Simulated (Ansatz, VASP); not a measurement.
## Two plane-wave programs on C

```
C
1.0
     1.28943    0.74445    3.17966
    -1.28943    0.74445    3.17966
     0.00000   -1.48890    3.17966
C
2
Direct
  0.16400 0.16400 0.16400
  0.83600 0.83600 0.83600
```

Change from the starting cell: strain +0.050 along x and y, -0.050 along z, atoms carried along.

Alike in both runs: task single point; functional PBEsol; k mesh 15 × 15 × 15; occupations gaussian, width 0.05 eV; no spin polarisation.

|  | VASP | Ansatz |
| --- | --- | --- |
| version | VASP 6.6.1 | Ansatz 0.2.0 |
| potentials or method | VASP PAW PBE potentials, release 64 (C), cutoff 520 eV | scalar-relativistic, plane waves, PAW |
| valence electrons in the cell | 8 | 8 |

|  | VASP | Ansatz | Ansatz less VASP |
| --- | --- | --- | --- |
| gap on the k mesh at the Fermi level (eV) | 0.78 | 0.78 | 0.000 |
| least direct gap on the mesh (eV) | 0.79 | 0.79 | +0.001 |
| pressure (GPa) | -32.8 | -33.4 | -0.52 |
| traceless stress, the component that is largest in VASP (GPa) | 35.79 | 36.34 | +0.554 |
| rms of the force components (eV/Å) | 0.442 | 0.445 | +0.0023 |

VASP's potentials were made for PBE, not for PBEsol. Atom by atom the forces differ by 0.002 eV/Å (rms over components). Both programs put the cell under strong tension, so it lies far from rest at this level.

Noted on VASP's run: the cell as given lies far from equilibrium.
